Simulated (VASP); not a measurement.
GeBr, 2 atoms in the cell. Symmetry: Pm-3m, No. 221, cubic system. Conventional cell: a = 3.605 Å, b = 3.605 Å, c = 3.605 Å, α = 90.00°, β = 90.00°, γ = 90.00°. Ge (site symmetry m-3m) has 8 Br at 3.12 Å and 6 Ge at 3.61 Å within 4.1 Å. Within 4.1 Å of Br (site symmetry m-3m) lie 8 Ge at 3.12 Å and 6 Br at 3.61 Å. 

- Program: VASP 6.6.1
- Task: single point
- Functional: r2SCAN
- Potentials or basis: VASP PAW PBE potentials, release 64 (Ge_d, Br)
- Cutoff: 520 eV
- k mesh: 16 × 16 × 16
- Occupations: gaussian, width 0.1 eV
- Spin: no spin polarisation
- Dipole correction: no
- Further INCAR settings: ALGO = Normal; EDIFF = 1e-07; NBANDS = 18

Potentials or basis: VASP PAW PBE potentials, release 64 (Ge_d, Br).

Run with:

```sh
$ cat potpaw_PBE.64/Ge_d/POTCAR potpaw_PBE.64/Br/POTCAR > POTCAR
$ cp INCAR.step1 INCAR
$ mpirun -np 1 vasp_std > vasp.out
$ cp INCAR.step2 INCAR
$ mpirun -np 1 vasp_std > vasp.out
```

Hardware: 1 thread of Intel Xeon 8259CL, with other jobs on the host.

Q: Estimate the wall time of this run.

A: Run time: 6.2 min on 1 thread of Intel Xeon 8259CL, with other jobs on the host, peak memory 0.27 GiB. Counts: k points 165.
